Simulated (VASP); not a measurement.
Set up this calculation in VASP 6.6.1, as the native input.

```
Task                   : relaxation of cell and atoms
Functional             : PBE
Potentials or basis    : VASP PAW PBE potentials, release 64 (Si, B)
Cutoff                 : 600 eV
k mesh                 : 12 × 12 × 6
Occupations            : gaussian, width 0.1 eV
Spin                   : no spin polarisation
Dipole correction      : no
Further INCAR settings : ALGO = Normal; EDIFF = 1e-06; IBRION = 2; EDIFFG = -0.01; NSW = 100; ISIF = 3
```

The structure of SiB2 lies in POSCAR:

```
SiB2
1.0
    2.9656647660      0.0000000000      0.0000000000
   -1.4828323830      2.5683410264      0.0000000000
    0.0000000000      0.0000000000      7.9941181792
Si B
2 4
Direct
    0.0000000000      0.0000000000      0.0000000000
    0.0000000000      0.0000000000      0.5000000000
    0.3333333333      0.6666666667      0.2500000000
    0.6666666667      0.3333333333      0.7500000000
    0.0000000000      0.0000000000      0.2500000000
    0.0000000000      0.0000000000      0.7500000000
```

The cell was generated, and may not be a known phase.

One way to write it, as run:

INCAR

```
  ALGO = Normal
  EDIFF = 1E-6
  EDIFFG = -0.01
  ENCUT = 600
  GGA = PE
  IBRION = 2
  ISIF = 3
  ISMEAR = 0
  LASPH = True
  LCHARG = False
  LREAL = False
  LWAVE = False
  NELM = 80
  NSW = 100
  PREC = Accurate
  SIGMA = 0.1
```

KPOINTS

```
k-points
0
Gamma
  12 12 6
```

Potentials or basis: VASP PAW PBE potentials, release 64 (Si, B).

The run is started by

```bash
$ cat potpaw_PBE.64/Si/POTCAR potpaw_PBE.64/B/POTCAR > POTCAR
$ mpirun -np 1 vasp_std > vasp.out
```

Results of the run:

```yaml
Relaxed_volume: 10.17 Å³/atom
Relaxed_cell: a = 2.984 Å, b = 2.984 Å, c = 7.913 Å, α = 90.00°, β = 90.00°, γ = 120.00°
Space_group_after_relaxing_to_0.1_Å: P6_3/mmc (No. 194)
Energy_gained_by_relaxing: 1.8 meV/atom
Ionic_steps: 6
Pressure_after_relaxing: 0.0 GPa
Band_gap_on_the_k_mesh: zero (bands 10 and 11 overlap by 3.60 eV)
```

Run time: 64 s on 1 thread of Intel(R) Xeon(R) 6975P-C (Granite Rapids) (shared host), peak memory 0.22 GiB.
